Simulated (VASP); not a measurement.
# CrNO4 (P2/c) in VASP: single point with r2SCAN

Aim: the single point of CrNO4 with r2SCAN.

Everything below comes from runs of VASP 6.6.1. Logs are shortened: lines on timing, memory, paths and dates and some standing lists are left out, and cuts for length are marked.

**1. The cell of the first run**

Symmetry: P2/c, No. 13, monoclinic system. The conventional cell has a = 4.644 Å, b = 5.550 Å, c = 4.789 Å, α = 90.00°, β = 90.88°, γ = 90.00°. O (site symmetry 1) has 1 N at 1.73 Å and 2 Cr at 2.07 to 2.15 Å within 2.3 Å. Within 2.4 Å of O (site symmetry 1) lie 2 N at 1.83 to 2.05 Å and 1 Cr at 2.05 Å and 1 O at 2.31 Å. Within 2.7 Å of Cr (site symmetry 2) lie 6 O at 2.05 to 2.15 Å. N (site symmetry 2) has 6 O at 1.73 to 2.05 Å within 2.3 Å.

**2. Single point, r2SCAN**

Input file POSCAR:

```
CrNO4
1.0
    4.6443194800      0.0000000000      0.0000000000
    0.0000000000      5.5500572600      0.0000000000
    0.0735479800      0.0000000000      4.7882838000
O Cr N
8 2 2
Direct
    0.2528000000      0.3776000000      0.1080000000
    0.7472000000      0.3776000000      0.3920000000
    0.7472000000      0.6224000000      0.8920000000
    0.2528000000      0.6224000000      0.6080000000
    0.2100000000      0.0987000000      0.5568000000
    0.7900000000      0.0987000000      0.9432000000
    0.7900000000      0.9013000000      0.4432000000
    0.2100000000      0.9013000000      0.0568000000
    0.5000000000      0.6804000000      0.2500000000
    0.5000000000      0.3196000000      0.7500000000
    0.0000000000      0.1815000000      0.2500000000
    0.0000000000      0.8185000000      0.7500000000
```

Input file INCAR.step1:

```
SYSTEM = CrNO4
  PREC = Accurate
  ENCUT = 520
  ISMEAR = 1
  SIGMA = 0.0158
  LREAL = .FALSE.
  LASPH = .TRUE.
  NELM = 100
  NBANDS = 53
  GGA = PE
  ALGO = Normal
  EDIFF = 1E-4
  LWAVE = .TRUE.
  LCHARG = .FALSE.
```

Input file INCAR.step2:

```
SYSTEM = CrNO4
  PREC = Accurate
  ENCUT = 520
  EDIFF = 1E-6
  ISMEAR = 1
  SIGMA = 0.0158
  LREAL = .FALSE.
  LASPH = .TRUE.
  NELM = 100
  ALGO = Normal
  ISIF = 2
  LWAVE = .FALSE.
  LCHARG = .FALSE.
  METAGGA = R2SCAN
  LMIXTAU = .TRUE.
  NBANDS = 53
  ISTART = 1
```

Input file KPOINTS:

```
regular mesh
0
G
  5 5 5
  0 0 0
```

Potentials or basis: VASP PAW PBE potentials, release 64 (O, Cr_pv, N).

The run is started by

```sh
> cat potpaw_PBE.64/O/POTCAR potpaw_PBE.64/Cr_pv/POTCAR potpaw_PBE.64/N/POTCAR > POTCAR
> cp INCAR.step1 INCAR
> mpirun -np 1 vasp_std > vasp.out
> cp INCAR.step2 INCAR
> mpirun -np 1 vasp_std > vasp.out
```

OUTCAR:

```text
SYSTEM = CrNO4
   PREC = Accurate
   ENCUT = 520
   EDIFF = 1E-6
   ISMEAR = 1
   LREAL = .FALSE.
   LASPH = .TRUE.
   NELM = 100
   ISIF = 2
   METAGGA = R2SCAN
   ISTART = 1

 ion  position               nearest neighbor table
   1  0.253  0.378  0.108-  11 1.73  10 2.07   9 2.15
   2  0.747  0.378  0.392-  11 1.73  10 2.07   9 2.15
   3  0.747  0.622  0.892-  12 1.73   9 2.07  10 2.15
   4  0.253  0.622  0.608-  12 1.73   9 2.07  10 2.15
   5  0.210  0.099  0.557-  11 1.83  10 2.05
   6  0.790  0.099  0.943-  11 1.83  10 2.05
   7  0.790  0.901  0.443-  12 1.83   9 2.05
   8  0.210  0.901  0.057-  12 1.83   9 2.05
   9  0.500  0.680  0.250-   7 2.05   8 2.05   3 2.07   4 2.07   1 2.15   2 2.15  10 3.12  10 3.12

  10  0.500  0.320  0.750-   5 2.05   6 2.05   1 2.07   2 2.07   3 2.15   4 2.15   9 3.12   9 3.12

  11  0.000  0.181  0.250-   1 1.73   2 1.73   5 1.83   6 1.83
  12  0.000  0.819  0.750-   3 1.73   4 1.73   7 1.83   8 1.83

  LATTYP: Found a simple monoclinic cell.
 ALAT       =     4.6443194800
 B/A-ratio  =     1.1950205587
 C/A-ratio  =     1.0311195505
 COS(beta)  =    -0.0153581760

  Lattice vectors:

 A1 = (   4.6443194800,   0.0000000000,   0.0000000000)
 A2 = (   0.0000000000,  -5.5500572600,   0.0000000000)
 A3 = (  -0.0735479800,   0.0000000000,  -4.7882838000)

Analysis of symmetry for initial positions (statically):
=====================================================================
 Subroutine PRICEL returns:
 Original cell was already a primitive cell.

 Routine SETGRP: Setting up the symmetry group for a
 simple monoclinic supercell.

 Subroutine GETGRP returns: Found  4 space group operations
 (whereof  2 operations were pure point group operations)
 out of a pool of  4 trial point group operations.

The static configuration has the point symmetry S_2 .
 The point group associated with its full space group is C_2h.

Analysis of symmetry for dynamics (positions and initial velocities):
=====================================================================
 Subroutine PRICEL returns:
 Original cell was already a primitive cell.

 Routine SETGRP: Setting up the symmetry group for a
 simple monoclinic supercell.

 Subroutine GETGRP returns: Found  4 space group operations
 (whereof  2 operations were pure point group operations)
 out of a pool of  4 trial point group operations.

The dynamic configuration has the point symmetry S_2 .
 The point group associated with its full space group is C_2h.

 Subroutine INISYM returns: Found  4 space group operations
 (whereof  2 operations are pure point group operations),
 and found     1 'primitive' translations

----------------------------------------------------------------------------------------

                                     Primitive cell

  volume of cell :     123.4239

  direct lattice vectors                    reciprocal lattice vectors
     4.644319480  0.000000000  0.000000000     0.215316798  0.000000000 -0.003307263
     0.000000000  5.550057260  0.000000000     0.000000000  0.180178321  0.000000000
     0.073547980  0.000000000  4.788283800     0.000000000  0.000000000  0.208843093

  length of vectors
     4.644319480  5.550057260  4.788848615     0.215342196  0.180178321  0.208843093

  position of ions in fractional coordinates (direct lattice)
     0.252800000  0.377600000  0.108000000
     0.747200000  0.377600000  0.392000000
     0.747200000  0.622400000  0.892000000
     0.252800000  0.622400000  0.608000000
     0.210000000  0.098700000  0.556800000
     0.790000000  0.098700000  0.943200000
     0.790000000  0.901300000  0.443200000
     0.210000000  0.901300000  0.056800000
     0.500000000  0.680400000  0.250000000
     0.500000000  0.319600000  0.750000000
     0.000000000  0.181500000  0.250000000
     0.000000000  0.818500000  0.750000000

  ion indices of the primitive-cell ions
   primitive index   ion index
                 1           1
                 2           2
                 3           3
                 4           4
                 5           5
                 6           6
                 7           7
                 8           8
                 9           9
                10          10
                11          11
                12          12

----------------------------------------------------------------------------------------

 KPOINTS: regular mesh

Automatic generation of k-mesh.
 Grid dimensions read from file:
 generate k-points for:    5    5    5

 Generating k-lattice:

  Cartesian coordinates                     Fractional coordinates (reciprocal lattice)
     0.043063360  0.000000000 -0.000661453     0.200000000  0.000000000  0.000000000
     0.000000000  0.036035664  0.000000000     0.000000000  0.200000000  0.000000000
     0.000000000  0.000000000  0.041768619     0.000000000  0.000000000  0.200000000

  Length of vectors
     0.043068439  0.036035664  0.041768619

  Shift w.r.t. Gamma in fractional coordinates (k-lattice)
     0.000000000  0.000000000  0.000000000

 Subroutine IBZKPT returns following result:
 ===========================================

 Found     39 irreducible k-points:

 Following reciprocal coordinates:
            Coordinates               Weight
  0.000000  0.000000  0.000000      1.000000
  0.200000  0.000000  0.000000      2.000000
  0.400000  0.000000  0.000000      2.000000
  0.000000  0.200000  0.000000      2.000000
  0.200000  0.200000  0.000000      4.000000
  0.400000  0.200000  0.000000      4.000000
[... 16 lines left out ...]
 -0.400000  0.400000  0.200000      4.000000
 -0.200000  0.400000  0.200000      4.000000
 [... further k-points ...]
   k-points           NKPTS =     39   k-points in BZ     NKDIM =     39   number of bands    NBANDS=     53
   number of dos      NEDOS =    301   number of ions     NIONS =     12
   total plane-waves  NPLWV =  54432
   dimension x,y,z NGX =    36 NGY =   42 NGZ =   36
   dimension x,y,z NGXF=    72 NGYF=   84 NGZF=   72
   ions per type =               8   2   2
   NGX,Y,Z   is equivalent  to a cutoff of  12.89, 12.58, 12.50 a.u.
   NGXF,Y,Z  is equivalent  to a cutoff of  25.77, 25.16, 24.99 a.u.
 SYSTEM =  CrNO4
   PREC   = accura    normal or accurate (medium, high low for compatibility)
   ISTART =      1    job   : 0-new  1-cont  2-samecut
   ICHARG =      0    charge: 1-file 2-atom 10-const
   ISPIN  =      1    spin polarized calculation?
   LNONCOLLINEAR =      F non collinear calculations
   LSORBIT =      F    spin-orbit coupling
   LASPH  =      T    aspherical Exc in radial PAW
   ENCUT  =  520.0 eV  38.22 Ry    6.18 a.u.   8.64 10.32  8.90*2*pi/ulx,y,z
   NELM   =    100;   NELMIN=  2; NELMDL=  0     # of ELM steps
   EDIFF  = 0.1E-05   stopping-criterion for ELM
   LREAL  =      F    real-space projection
   EDIFFG = 0.1E-04   stopping-criterion for IOM
   NSW    =      0    number of steps for IOM
   IBRION =     -1    ionic relax: 0-MD 1-quasi-New 2-CG
   NFREE  =      0    steps in history (QN), initial steepest desc. (CG)
   ISIF   =      2    stress and relaxation
   ISYM   =      2    0-nonsym 1-usesym 2-fastsym
   POTIM  = 0.5000    time-step for ionic-motion
   TEBEG  =    0.0;   TEEND  =   0.0 temperature during run
   PSTRESS=    0.0 pullay stress
   NELECT =      82.0000    total number of electrons
   NUPDOWN=      -1.0000    fix difference up-down
   EMIN   =  10.00;   EMAX   =-10.00  energy-range for DOS
   EFERMI =   0.00;   METHOD = LEGACY
   ISMEAR =     1;   SIGMA  =   0.02  broadening in eV -4-tet -1-fermi 0-gaus
   EFERMI_NEDOS =   21; number of points for ismear=-14 and -15
   IALGO  =     38    algorithm
   IMIX   =      4    mixing-type and parameters
     AMIX     =   0.40;   BMIX     =  1.00
     AMIX_MAG =   1.60;   BMIX_MAG =  1.00
  volume/ion in A,a.u.               =      10.29        69.41
  Fermi-wavevector in a.u.,A,eV,Ry     =   1.428498  2.699470 27.764138  2.040607
  Thomas-Fermi vector in A             =   2.548553
   LORBIT       =      0    0 simple, 1 ext, 2 COOP (PROOUT), +10 PAW based schemes
   METAGGA = R2SCAN    functional components
   LHFCALC =     F    Hartree Fock is set to
   AEXX    =    0.0000 exact exchange contribution
   IVDW    =     0    specifies the selected vdW correction
   LEPSILON=     F    determine dielectric tensor
   LRPA    =     F    only Hartree local field effects (RPA)
 non-spin polarized calculation
 Methfessel and Paxton  Order N= 1 SIGMA  =   0.02
  energy-cutoff  :      520.00
  volume of cell :      123.42
 maximum number of plane-waves:      3341
   NGX = 17   NGY = 21   NGZ = 17

 number of electron      82.0000011 magnetization

 Free energy of the ion-electron system (eV)
  ---------------------------------------------------
  ext. energy  EPLUGINS =         0.00000000
  ---------------------------------------------------
  free energy    TOTEN  =       -89.92081596 eV

  energy without entropy =      -89.92066009  energy(sigma->0) =      -89.92076400

 E-fermi :   2.4074     XC(G=0): -11.7300

 val. band max:        2.4057315258   @ k =   0.0000   0.2000   0.2000
 cond. band min:       2.4093626234   @ k =  -0.2000   0.4000   0.2000
 fundamental gap:      0.0036310976
 Fermi energy:         2.4073882558

 k-point     1 :       0.0000    0.0000    0.0000
  band No.  band energies     occupation
      1     -43.5609      2.00000
      2     -43.5571      2.00000
      3     -43.4106      2.00000
      4     -43.3882      2.00000
      5     -43.3561      2.00000
      6     -43.3261      2.00000
[... 45 lines left out ...]
     52       4.3241      0.00000
     53       5.5060      0.00000
[... 1286 lines left out ...]
     52       4.8742      0.00000
     53       5.5838      0.00000

 [... further k-points ...]

------------------------ aborting loop because EDIFF is reached ----------------------------------------

  FORCE on cell =-STRESS in cart. coord.  units (eV):
  Direction    XX          YY          ZZ          XY          YZ          ZX
  --------------------------------------------------------------------------------------
  -------------------------------------------------------------------------------------
  Total      -32.8573243    -22.8726424    -23.9440027      0.0000000      0.0000000     -0.3591146
  in kB     -426.5238722   -296.9118207   -310.8192456      0.0000000      0.0000000     -4.6616983
  external PRESSURE =    -344.7516461 kB  Pullay stress =       0.0000000 kB

 VOLUME and BASIS-vectors are now :
 -----------------------------------------------------------------------------
  energy-cutoff  :      520.00
  volume of cell :      123.42
      direct lattice vectors                 reciprocal lattice vectors
     4.644319480  0.000000000  0.000000000     0.215316798  0.000000000 -0.003307263
     0.000000000  5.550057260  0.000000000     0.000000000  0.180178321  0.000000000
     0.073547980  0.000000000  4.788283800     0.000000000  0.000000000  0.208843093

 POSITION                                       TOTAL-FORCE (eV/Angst)
 -----------------------------------------------------------------------------------
      1.18203      2.09570      0.51713         0.879478      0.032152     -1.367587
      3.49907      2.09570      1.87701        -0.879478      0.032152      1.367587
      3.53584      3.45436      4.27115        -0.879478     -0.032152      1.367587
      1.21880      3.45436      2.91128         0.879478     -0.032152     -1.367587
      1.01626      0.54779      2.66612         2.866095      2.803963      1.504731
      3.73838      0.54779      4.51631        -2.866095      2.803963     -1.504731
      3.70161      5.00227      2.12217        -2.866095     -2.803963     -1.504731
      0.97948      5.00227      0.27197         2.866095     -2.803963      1.504731
      2.34055      3.77626      1.19707        -0.000000      1.383283     -0.000000
      2.37732      1.77380      3.59121         0.000000     -1.383283     -0.000000
      0.01839      1.00734      1.19707        -0.000000      1.863786     -0.000000
      0.05516      4.54272      3.59121        -0.000000     -1.863786     -0.000000
 -----------------------------------------------------------------------------------
    total drift:                                0.000000     -0.000000     -0.000000

  FREE ENERGIE OF THE ION-ELECTRON SYSTEM (eV)
  ---------------------------------------------------
  free  energy   TOTEN  =       -89.9208159605 eV

  energy  without entropy=      -89.9206600932  energy(sigma->0) =      -89.92076400
```

It took 15 min on 1 thread of Intel Xeon 6975P-C (Granite Rapids), shared host; peak memory 0.37 GiB.

Results:

```yaml
Free_energy: -89.9208 eV
Pressure: -34.5 GPa
Largest_force: 4.283 eV/Å
Band_gap_on_the_k_mesh: zero (bands 41 and 42 overlap by 0.46 eV)
```

Forces on the atoms (eV/Å):
```
O    0.879  0.032 -1.368
O   -0.879  0.032  1.368
O   -0.879 -0.032  1.368
O    0.879 -0.032 -1.368
O    2.866  2.804  1.505
O   -2.866  2.804 -1.505
O   -2.866 -2.804 -1.505
O    2.866 -2.804  1.505
Cr   0.000  1.383  0.000
Cr   0.000 -1.383  0.000
N    0.000  1.864  0.000
N    0.000 -1.864  0.000
```

Stress tensor (GPa, compression positive):
```
-42.65   0.00  -0.47
  0.00 -29.69   0.00
 -0.47   0.00 -31.08
```

Caveat: the cell stands under tension; the PAW data sets were made with another functional, which shifts forces and pressure a little; the run has no spin polarisation, though such a crystal can be magnetic; semilocal functionals often make such compounds metallic where correlation or magnetic order opens a gap, which also shifts bond lengths.
